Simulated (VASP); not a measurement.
Input of a VASP 6.6.1 run:

The input INCAR:

```
ALGO = Normal ; EDIFF = 1E-6
ENCUT = 520 ; GGA = PS
ISIF = 2 ; ISMEAR = -1
LASPH = T ; LCHARG = F
LREAL = F ; LWAVE = F
NBANDS = 13 ; NELM = 100
PREC = Accurate ; SIGMA = 0.15
```

File KPOINTS:

```
k-points
0
Gamma
  12 12 12
```

File POSCAR:

```
BaBe
1.0
    4.4200614744      0.0000000000      0.0000000000
   -2.2100307372      3.8278855231      0.0000000000
    0.0000000000      0.0000000000      4.0492380235
Ba Be
1 1
Direct
    0.3333333333      0.6666666667      0.0000000000
    0.6666666667      0.3333333333      0.5000000000
```

Potentials or basis: VASP PAW PBE potentials, release 64 (Ba_sv, Be).

Run with:

```sh
$ cat potpaw_PBE.64/Ba_sv/POTCAR potpaw_PBE.64/Be/POTCAR > POTCAR
$ mpirun -np 1 vasp_std > vasp.out
```

What does it give for the pressure?

0.2 GPa.

What does it give for the band gap on the k mesh?

Zero (bands 6 and 7 overlap by 0.88 eV).

Caveat: the PAW data sets were made with another functional, which shifts forces and pressure a little; spin-orbit coupling is left out, which moves the levels of the heavy elements.
